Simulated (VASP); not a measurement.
Set up this calculation in VASP 6.6.1, as the native input.

```
Task                   : single point
Functional             : PBE
Potentials or basis    : VASP PAW PBE potentials, release 64 (Na_pv, F)
Cutoff                 : 520 eV
k mesh                 : 8 × 8 × 8
Occupations            : gaussian, width 0.02 eV
Spin                   : no spin polarisation
Dipole correction      : no
Further INCAR settings : ALGO = Normal; EDIFF = 1e-06; NBANDS = 14
```

The structure of NaF lies in POSCAR:

```
NaF
1.0
    0.0000000000      2.3499911996      2.3499911996
    2.3499911996      0.0000000000      2.3499911996
    2.3499911996      2.3499911996      0.0000000000
Na F
1 1
Direct
    0.0000000000      0.0000000000      0.0000000000
    0.5000000000      0.5000000000      0.5000000000
```

One way to write it, as run:

INCAR

```
SYSTEM = NaF
ALGO = Normal ; EDIFF = 1E-6
ENCUT = 520 ; GGA = PE
ISIF = 2 ; ISMEAR = 0
LASPH = .True. ; LCHARG = .False.
LREAL = .False. ; LWAVE = .False.
NBANDS = 14 ; NELM = 60
PREC = Accurate ; SIGMA = 0.02
```

KPOINTS

```
k-points
0
Gamma
  8 8 8
  0 0 0
```

Potentials or basis: VASP PAW PBE potentials, release 64 (Na_pv, F).

The run is started by

```console
$ cat potpaw_PBE.64/Na_pv/POTCAR potpaw_PBE.64/F/POTCAR > POTCAR
$ mpirun -np 1 vasp_std > vasp.out
```

Results of the run:

| Quantity | Value |
| --- | --- |
| Pressure | -0.1 GPa |
| Band gap on the k mesh | 6.08 eV, direct |

Wall time 8 s on 1 thread of Intel(R) Xeon(R) Platinum 8488C (Sapphire Rapids), with other jobs on the host, peak memory 0.14 GiB.
